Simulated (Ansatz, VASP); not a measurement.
## TaVN2: VASP beside Ansatz

The input INCAR:

```
SYSTEM = TaVN2
PREC     = Accurate       ! precision mode
ENCUT    = 520            ! plane-wave cutoff, eV
EDIFF    = 1E-6           ! SCF threshold, eV
ISMEAR   = -1             ! smearing method
SIGMA    = 0.05           ! smearing width, eV
LREAL    = .FALSE.        ! projectors in reciprocal space
LASPH    = .TRUE.         ! aspherical terms in the spheres
NELM     = 150            ! most SCF steps
ALGO     = Normal         ! electronic algorithm
ISIF     = 2              ! what is computed and relaxed
LWAVE    = .FALSE.        ! write WAVECAR
LCHARG   = .FALSE.        ! write CHGCAR
ISPIN    = 2              ! spin polarisation
MAGMOM   = 0 2 0 0        ! initial moments
LORBIT   = 11             ! projections on sites
LMAXMIX  = 4              ! l up to which the mixer works
GGA      = PS             ! functional
NBANDS   = 29             ! bands
```

The input KPOINTS:

```
regular mesh
0
G
  9 9 6
  0 0 0
```

POSCAR

```
TaVN2
1.0
    3.0700653833      0.0000000000      0.0000000000
    0.0000000000      3.0700653833      0.0000000000
    0.0000000000      0.0000000000      4.3245135709
Ta V N
1 1 2
Direct
    0.0000000000      0.0000000000      0.0000000000
    0.5000000000      0.5000000000      0.5000000000
    0.5000000000      0.5000000000      0.0000000000
    0.0000000000      0.0000000000      0.5000000000
```

Contents of input.yaml:

```yaml
crystal:
  lattice:
    - [3.0700653833, 0.0, 0.0]
    - [0.0, 3.0700653833, 0.0]
    - [0.0, 0.0, 4.3245135709]
  atoms:
    - { symbol: Ta, position: [0.0, 0.0, 0.0] }
    - { symbol: V, position: [0.5, 0.5, 0.5], spin: 2.0 }
    - { symbol: "N", position: [0.5, 0.5, 0.0] }
    - { symbol: "N", position: [0.0, 0.0, 0.5] }
kpoints:
  mp_grid: { grid: [9, 9, 6] }
scf:
  occupations: { method: fermi_dirac, width: 0.05 }
hamiltonian:
  xc: pbesol
  pseudopotentials: { kind: all_electron, lapw: { basis_error: 0.001 } }
magnetization:
  spin_polarized: true
output:
  forces: true
  stress: true
  eigenvalues: true
```

Change from the starting cell: volume scaled by 1.02.

Alike in both runs: task single point; functional PBEsol; k mesh 9 × 9 × 6; occupations fermi-dirac, width 0.05 eV; collinear spin.

```csv
,VASP,Ansatz
version,VASP 6.6.1,Ansatz 0.2.0
potentials or method,"VASP PAW PBE potentials, release 64 (Ta_pv, V_sv, N), cutoff 520 eV","all-electron LAPW, scalar-relativistic"
```

Ansatz gave:

| Item | Value |
| --- | --- |
| gap on the k mesh at the Fermi level (eV) | none |
| pressure (GPa) | -16.2 |
| traceless stress, the component that is largest in VASP (GPa) | -0.42 |
| net moment per atom (μB) | 0.26 |
| size of the moment on the site where the two differ most (μB) | 0.04 |

Estimate VASP's values.

gap on the k mesh at the Fermi level (eV): none; pressure (GPa): -15.6; traceless stress, the component that is largest in VASP (GPa): -0.39; net moment per atom (μB): 0.26; size of the moment on the site where the two differ most (μB): 0.05.

VASP's potentials were made for PBE, not for PBEsol. Site moments also hang on the region over which each program counts them. A gap of «none» marks a metal or a gap that the smearing closes. Ansatz ran all-electron here, and VASP with PAW potentials.

Neither program's run includes spin-orbit coupling.
